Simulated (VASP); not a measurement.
Input of a VASP 6.6.1 run:

INCAR

```
ALGO = Normal
EDIFF = 1E-8
ENCUT = 520
GGA = CA
ISIF = 2
ISMEAR = 0
LASPH = True
LCHARG = False
LEPSILON = True
LREAL = False
LWAVE = False
NELM = 80
PREC = Accurate
SIGMA = 0.01
```

KPOINTS

```
k-points
0
Gamma
  6 6 6
```

Contents of POSCAR:

```
GaP
1.0
    3.8540860000      0.0000000000      0.0000000000
    1.9270430000      3.3377363844      0.0000000000
    1.9270430000      1.1125787948      3.1468480416
Ga P
1 1
Direct
    0.0000000000      0.0000000000      0.0000000000
    0.2500000000      0.2500000000      0.2500000000
```

Potentials or basis: VASP PAW LDA potentials, release 64 (Ga_d, P).

The run is started by

```console
$ cat potpaw_LDA.64/Ga_d/POTCAR potpaw_LDA.64/P/POTCAR > POTCAR
$ mpirun -np 1 vasp_std > vasp.out
```

Question: Estimate the electronic dielectric tensor (diagonal).

Answer: 14.02.

Question: Estimate the Born charges (mean of the diagonal).

Answer: Ga +2.33; P -2.33 e.

Question: Predict the band gap on the k mesh.

Answer: 1.49 eV, indirect (least direct gap 1.63 eV).

Born effective charge tensors (e):
atom 1, Ga
```
2.33 0.00 0.00
0.00 2.33 0.00
0.00 0.00 2.33
```
atom 2, P
```
-2.33  0.00  0.00
 0.00 -2.33  0.00
 0.00  0.00 -2.33
```

A k mesh can miss the band edges. LDA gaps usually lie below the measured ones, often by a third to a half.
